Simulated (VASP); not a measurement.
Wanted: the native input for a VASP 6.6.1 run.

| Quantity | Value |
| --- | --- |
| Task | single point |
| Functional | PBEsol |
| Potentials or basis | VASP PAW PBE potentials, release 64 (Ga_d) |
| Cutoff | 520 eV |
| k mesh | 19 × 19 × 19 |
| Occupations | fermi-dirac, width 0.08 eV |
| Spin | no spin polarisation |
| Dipole correction | no |
| Further INCAR settings | ALGO = Normal; EDIFF = 1e-06; NBANDS = 12 |

The structure of Ga lies in POSCAR:

```
Ga
1.0
   -1.3943998031      1.3943998031      1.3943998031
    1.3943998031     -1.3943998031      1.3943998031
    1.3943998031      1.3943998031     -1.3943998031
Ga
1
Direct
    0.0000000000      0.0000000000      0.0000000000
```

One way to write it, as run:

INCAR

```
SYSTEM = Ga
ALGO = Normal
EDIFF = 1E-6
ENCUT = 520
GGA = PS
ISIF = 2
ISMEAR = -1
LASPH = .TRUE.
LCHARG = .TRUE.
LELF = .TRUE.
LREAL = .FALSE.
LVHAR = .TRUE.
LWAVE = .FALSE.
NBANDS = 12
NELM = 80
PREC = Accurate
SIGMA = 0.08
```

KPOINTS

```
k-points
0
G
  19 19 19
  0 0 0
```

Potentials or basis: VASP PAW PBE potentials, release 64 (Ga_d).

The run is started by

```console
$ cat potpaw_PBE.64/Ga_d/POTCAR > POTCAR
$ mpirun -np 1 vasp_std > vasp.out
```

It gave:

The pressure is 100.7 GPa.

Caveat: the PAW data sets were made with another functional, which shifts forces and pressure a little.

Run time: 12 s on 1 thread of AMD EPYC 9R45 96-Core Processor (Zen 5), on a shared host, peak memory 0.11 GiB.
